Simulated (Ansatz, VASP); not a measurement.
## Ta4C3 in VASP and in Ansatz

```xyz
7
Lattice="4.5325 0.0000 0.0000 0.0000 4.5325 0.0000 0.0000 0.0000 4.5325" Properties=species:S:1:pos:R:3 pbc="T T T"
Ta    0.0000    0.0000    0.0000
Ta    2.2662    2.2662    0.0000
Ta    2.2662    0.0000    2.2662
Ta    0.0000    2.2662    2.2662
C     0.0000    0.0000    2.2662
C     0.0000    2.2662    0.0000
C     2.2662    0.0000    0.0000
```

Change from the starting cell: volume scaled by 1.06.

Alike in both runs: task single point; functional PBEsol; k mesh 6 × 6 × 6; occupations fermi-dirac, width 0.05 eV; no spin polarisation.

|  | VASP | Ansatz |
| --- | --- | --- |
| version | VASP 6.6.1 | Ansatz 0.2.0 |
| potentials or method | VASP PAW PBE potentials, release 64 (Ta_pv, C), cutoff 520 eV | all-electron LAPW, scalar-relativistic |

VASP gave:

| Item | Value |
| --- | --- |
| gap on the k mesh at the Fermi level (eV) | none |
| pressure (GPa) | -22.2 |

Question: Estimate Ansatz's values.

Answer: gap on the k mesh at the Fermi level (eV): none; pressure (GPa): -22.6.

VASP's potentials were made for PBE, not for PBEsol. A gap of «none» marks a metal or a gap that the smearing closes. Ansatz ran all-electron here, and VASP with PAW potentials.

Spin-orbit coupling is off throughout.
